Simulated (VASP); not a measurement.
TlPt, 6 atoms in the cell. The structure is hexagonal, space group P6/mmm (No. 191). The conventional cell has a = 6.604 Å, b = 6.604 Å, c = 3.941 Å, α = 90.00°, β = 90.00°, γ = 120.00°. Within 3.6 Å of Tl (site symmetry mmm) lie 6 Pt at 2.74 to 3.30 Å and 4 Tl at 3.30 Å. Within 4.3 Å of Pt (site symmetry 6/mmm) lie 6 Tl at 3.30 Å and 14 Pt at 3.94 to 4.29 Å. Pt (site symmetry -6m2) has 6 Tl at 2.74 Å within 3.6 Å.  This cell differs from its parent crystal: uniaxial strain along c: -1.0 %.

* Program: VASP 6.6.1
* Task: single point
* Functional: PBE
* Potentials or basis: VASP PAW PBE potentials, release 64 (Tl_d, Pt)
* Cutoff: 520 eV
* k mesh: 6 × 6 × 10
* Occupations: gaussian, width 0.1 eV
* Spin: no spin polarisation
* Dipole correction: no
* Further INCAR settings: ALGO = Fast; EDIFF = 1e-06; NBANDS = 44

Potentials or basis: VASP PAW PBE potentials, release 64 (Tl_d, Pt).

Command:

```bash
$ cat potpaw_PBE.64/Tl_d/POTCAR potpaw_PBE.64/Pt/POTCAR > POTCAR
$ mpirun -np 1 vasp_std > vasp.out
```

Hardware: 1 thread of Oxide Virtual Turin-like Processor, on a shared host.

Question: Estimate the wall time of this run.

Answer: Wall time 4.2 min on 1 thread of Oxide Virtual Turin-like Processor (shared host), peak memory 0.36 GiB. Counts: scf iterations 14, k points 42.
